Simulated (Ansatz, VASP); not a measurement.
# Ni: VASP beside Ansatz

```
Ni
1.0
     0.00000    1.75969    1.75969
     1.75969    0.00000    1.75969
     1.75969    1.75969    0.00000
Ni
1
Direct
  0.00000 0.00000 0.00000
```

Alike in both runs: task single point; functional PBE; k mesh 15 × 15 × 15; occupations methfessel-paxton of order 1, width 0.6 eV; collinear spin.

|  | VASP | Ansatz |
| --- | --- | --- |
| version | VASP 6.6.1 | Ansatz 0.2.0 |
| potentials or method | VASP PAW PBE potentials, release 64 (Ni), cutoff 520 eV | plane waves (420 eV) with PAW, scalar-relativistic |
| valence electrons in the cell | 10 | 18 |

```tsv
	VASP	Ansatz	Ansatz less VASP
pressure (GPa)	-0.1	0.1	+0.19
net moment per atom (μB)	0.68	0.69	+0.014
size of the moment on the site where the two differ most (μB)	0.69	0.73	+0.042
```

Site moments also hang on the region over which each program counts them. VASP's potentials hold 10 valence electrons a cell and Ansatz's 18, so a difference there can come from the potentials and not from the codes. Ansatz's warnings: stability check not made.
